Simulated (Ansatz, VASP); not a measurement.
**Ni in VASP and in Ansatz**

```
Ni
1.0
     0.00000    1.75725    1.75725
     1.75725    0.00000    1.75725
     1.75725    1.75725    0.00000
Ni
1
Direct
  0.00000 0.00000 0.00000
```

Alike in both runs: task single point; functional PBE; k mesh 15 × 15 × 15; occupations fermi-dirac, width 0.3 eV; no spin polarisation.

|  | VASP | Ansatz |
| --- | --- | --- |
| version | VASP 6.6.1 | Ansatz 0.2.0 |
| potentials or method | VASP PAW PBE potentials, release 64 (Ni), cutoff 520 eV | plane waves (420 eV) with PAW, scalar-relativistic |
| valence electrons in the cell | 10 | 18 |

```csv
,VASP,Ansatz,Ansatz less VASP
pressure (GPa),2.9,2.9,+0.01
```

The functional is the same, so the differences come from potentials, cutoffs and numerics. VASP's potentials hold 10 valence electrons a cell and Ansatz's 18, so a difference there can come from the potentials and not from the codes.
